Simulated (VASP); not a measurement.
Here is a VASP 6.6.1 calculation.

Contents of INCAR:

```
PREC = Accurate ; ENCUT = 520
EDIFF = 1E-7 ; ISMEAR = 0
SIGMA = 0.15 ; LREAL = False
LASPH = True ; NELM = 60
ALGO = Normal ; ISIF = 2
LWAVE = False ; LCHARG = False
GGA = PS ; NBANDS = 16
```

Contents of KPOINTS:

```
Automatic mesh
0
Gamma
  16 16 16
```

POSCAR

```
HgTe
1.0
    0.0000000000      3.2558862270      3.2558862270
    3.2558862270      0.0000000000      3.2558862270
    3.2558862270      3.2558862270      0.0000000000
Hg Te
1 1
Direct
    0.0000000000      0.0000000000      0.0000000000
    0.7500000000      0.7500000000      0.7500000000
```

Potentials or basis: VASP PAW PBE potentials, release 64 (Hg, Te).

Command:

```console
$ cat potpaw_PBE.64/Hg/POTCAR potpaw_PBE.64/Te/POTCAR > POTCAR
$ mpirun -np 1 vasp_std > vasp.out
```

Task: What does it give for the band gap on the k mesh?

Result: Zero (filled and empty bands touch).

Task: What does it give for the pressure?

Result: 0.1 GPa.

Caveat: the PAW data sets were made with another functional, which shifts forces and pressure a little; spin-orbit coupling is left out, which moves the levels of the heavy elements.
